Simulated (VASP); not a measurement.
Runs of VASP 6.6.1 on Ti4C3. The structure is that of space group Pm-3m (No. 221), or close to it. The cells are those of the table. 

```csv
task,cell,cutoff (eV),k mesh for the DOS,occupations for the DOS,gap on the mesh (eV),pressure (GPa)
relaxation of cell and atoms,"relaxed from a = 4.310 Å, 7 atoms",600,-,-,none,0.1
single point,"a = 4.395 Å, 7 atoms",520,-,-,none,(a)
single point,"a = 4.310 Å, 7 atoms",520,-,-,none,0.2
single point,"a = 4.449 Å, 7 atoms",520,-,-,none,-16.9
```

Alike in all rows: level PBE; potentials or basis VASP PAW PBE potentials, release 64 (Ti_sv, C); no spin polarisation; k mesh 10 × 10 × 10; smearing gaussian 0.1 eV.

Q: Fill in the values left out.

A: (a) -11.1.

Caveats: the relaxation stopped at its first step, so nothing moved (some runs).

A gap of «none» marks levels without a gap at the run's occupations.
